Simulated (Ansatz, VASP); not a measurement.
**One calculation of Mg3Te2O, two programs**

```
CELL_PARAMETERS angstrom
5.91916 0.00000 0.00000
-2.95958 5.12615 0.00000
0.00000 0.00000 4.97802
ATOMIC_POSITIONS crystal
Mg 0.50000 0.00000 0.00000
Mg 0.00000 0.50000 0.00000
Mg 0.50000 0.50000 0.00000
Te 0.33333 0.66667 0.50000
Te 0.66667 0.33333 0.50000
O 0.00000 0.00000 0.50000
```

Alike in both runs: functional PBE; k mesh 3 × 3 × 2; occupations gaussian, width 0.15 eV; no spin polarisation.

Ansatz relaxed the structure, and its values are those at the end. VASP's run is a single point on that final structure, the one shown.

|  | VASP | Ansatz |
| --- | --- | --- |
| version | VASP 6.6.1 | Ansatz 0.2.0 |
| potentials or method | VASP PAW PBE potentials, release 64 (Mg, Te, O), cutoff 600 eV | scalar-relativistic, plane waves, PAW |
| valence electrons in the cell | 24 | 68 |

```tsv
	VASP	Ansatz	Ansatz less VASP
gap on the k mesh at the Fermi level (eV)	none	none	-
pressure (GPa)	0.2	0.2	+0.09
```

A gap of «none» marks a metal or a gap that the smearing closes. With one functional, cell and mesh, what is left measures potentials, basis and numerics. VASP's potentials hold 24 valence electrons a cell and Ansatz's 68, so a difference there can come from the potentials and not from the codes.

The k mesh is coarse, so the values compare programs but aren't converged. Neither program's run includes spin-orbit coupling.
